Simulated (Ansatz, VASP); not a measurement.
## W3N4: VASP beside Ansatz

```xyz
7
Lattice="4.6742 0.0000 0.0000 0.0000 4.6742 0.0000 0.0000 0.0000 4.6742" Properties=species:S:1:pos:R:3 pbc="T T T"
W     0.0000    0.0000    2.3371
W     2.3371    0.0000    0.0000
W     0.0000    2.3371    0.0000
N     1.3288    3.3453    1.3288
N     3.3453    1.3288    1.3288
N     1.3288    1.3288    3.3453
N     3.3453    3.3453    3.3453
```

Change from the starting cell: species swapped into the Sn3As4 type (P-43m, No. 215).

Alike in both runs: task single point; functional PBE; k mesh 4 × 4 × 4; occupations gaussian, width 0.1 eV; no spin polarisation.

|  | VASP | Ansatz |
| --- | --- | --- |
| version | VASP 6.6.1 | Ansatz 0.2.0 |
| potentials or method | VASP PAW PBE potentials, release 64 (W_sv, N), cutoff 520 eV | scalar-relativistic, plane waves, PAW |
| valence electrons in the cell | 62 | 62 |

```tsv
	VASP	Ansatz	Ansatz less VASP
gap on the k mesh at the Fermi level (eV)	none	none	-
rms of the force components (eV/Å)	1.688	1.713	+0.0250
```

Atom by atom the forces differ by 0.025 eV/Å (rms over components). A gap of «none» marks a metal or a gap that the smearing closes. The functional is the same, so the differences come from potentials, cutoffs and numerics.

Spin-orbit coupling is off throughout.
